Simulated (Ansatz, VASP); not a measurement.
BiS: VASP beside Ansatz

Contents of INCAR:

```
ALGO = Normal ; EDIFF = 1E-7
EDIFFG = -0.04 ; ENCUT = 600
GGA = PE ; IBRION = 2
ISIF = 3 ; ISMEAR = 0
LASPH = True ; LCHARG = False
LREAL = False ; LWAVE = False
NELM = 80 ; NSW = 90
PREC = Accurate ; SIGMA = 0.1
```

KPOINTS

```
k-points
0
Gamma
  4 4 4
```

File POSCAR:

```
BiS
1.0
    4.0029443400      0.0000000000      0.0000000000
    0.0000000000      4.0029443400      0.0000000000
    0.0000000000      0.0000000000      4.0029443400
Bi S
1 1
Direct
    0.5000000000      0.5000000000      0.5000000000
    0.0000000000      0.0000000000      0.0000000000
```

Input for Ansatz:

```yaml
crystal:
  lattice:
    - [4.00294434, 0.0, 0.0]
    - [0.0, 4.00294434, 0.0]
    - [0.0, 0.0, 4.00294434]
  atoms:
    - { symbol: Bi, position: [0.5, 0.5, 0.5] }
    - { symbol: S, position: [0.0, 0.0, 0.0] }
basis:
  ecutwfc: 420
kpoints:
  mp_grid: { grid: [4, 4, 4] }
hamiltonian:
  xc: pbe
scf:
  occupations: { method: gaussian, width: 0.1 }
  lower_state_search: "off"
output:
  forces: true
  stress: true
  eigenvalues: true
relax:
  adjacent_minimum: "off"
  f_tol: 0.04
  max_steps: 70
  cell: { stress_tol: 0.4 }
```

Change from the starting cell: species swapped into the ZrIr type (Pm-3m, No. 221).

Alike in both runs: task relaxation of cell and atoms; functional PBE; k mesh 4 × 4 × 4; occupations gaussian, width 0.1 eV; no spin polarisation.

```csv
,VASP,Ansatz
version,VASP 6.6.1,Ansatz 0.2.0
potentials or method,"VASP PAW PBE potentials, release 64 (Bi_d, S), cutoff 600 eV","scalar-relativistic, plane waves, PAW"
valence electrons in the cell,21,21
```

```csv
,VASP,Ansatz,Ansatz less VASP
"gap on the k mesh at the Fermi level, each at its own relaxed structure (eV)",none,none,-
relaxed volume (Å³/atom),23.11,23.02,-0.088
relaxed cell length with the largest relative difference (Å),3.589,3.584,-0.0046
```

A gap of «none» marks a metal or a gap that the smearing closes.

The k mesh is coarse, so the values compare programs but aren't converged. Spin-orbit coupling is off throughout. Noted on VASP's run: the volume moved by over 15 % at a fixed basis, so the end points are rough.
